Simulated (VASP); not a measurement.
Write the native input for VASP 6.6.1 that does the following.

```yaml
Task: single point
Functional: PBEsol
Potentials_or_basis: VASP PAW PBE potentials, release 64 (Ru_pv)
Cutoff: 520 eV
k_mesh: 24 × 24 × 12
Occupations: gaussian, width 0.15 eV
Spin: no spin polarisation
Dipole_correction: no
Further_INCAR_settings: ALGO = Fast; EDIFF = 1e-07; NBANDS = 21
```

The structure of Ru lies in POSCAR:

```
Ru
1.0
    2.5975673609      0.0000000000      0.0000000000
   -1.2987836804      2.2495593225      0.0000000000
    0.0000000000      0.0000000000      4.6244520000
Ru
2
Direct
    0.3333333333      0.6666666667      0.2500000000
    0.6666666667      0.3333333333      0.7500000000
```

This cell differs from its parent crystal: strain -0.040 along x and y, +0.080 along z.

The input as run:

INCAR

```
  PREC = Accurate
  ENCUT = 520
  EDIFF = 1E-7
  ISMEAR = 0
  SIGMA = 0.15
  LREAL = F
  LASPH = T
  NELM = 100
  ALGO = Fast
  ISIF = 2
  LWAVE = F
  LCHARG = F
  GGA = PS
  NBANDS = 21
```

KPOINTS

```
regular mesh
0
Gamma
  24 24 12
```

Potentials or basis: VASP PAW PBE potentials, release 64 (Ru_pv).

Command:

```bash
$ cat potpaw_PBE.64/Ru_pv/POTCAR > POTCAR
$ mpirun -np 1 vasp_std > vasp.out
```

Results of the run:

The pressure is -0.5 GPa and the band gap on the k mesh is zero (bands 14 and 15 overlap by 2.81 eV).

Caveat: the cell differs from its parent crystal (strain -0.040 along x and y, +0.080 along z); the stress differs along the axes, from -38 to 18 GPa; the PAW data sets were made with another functional, which shifts forces and pressure a little.

It took 3.4 min on 1 thread of AMD EPYC 7R13 Processor (Zen 3), on a shared host, peak memory 0.26 GiB.
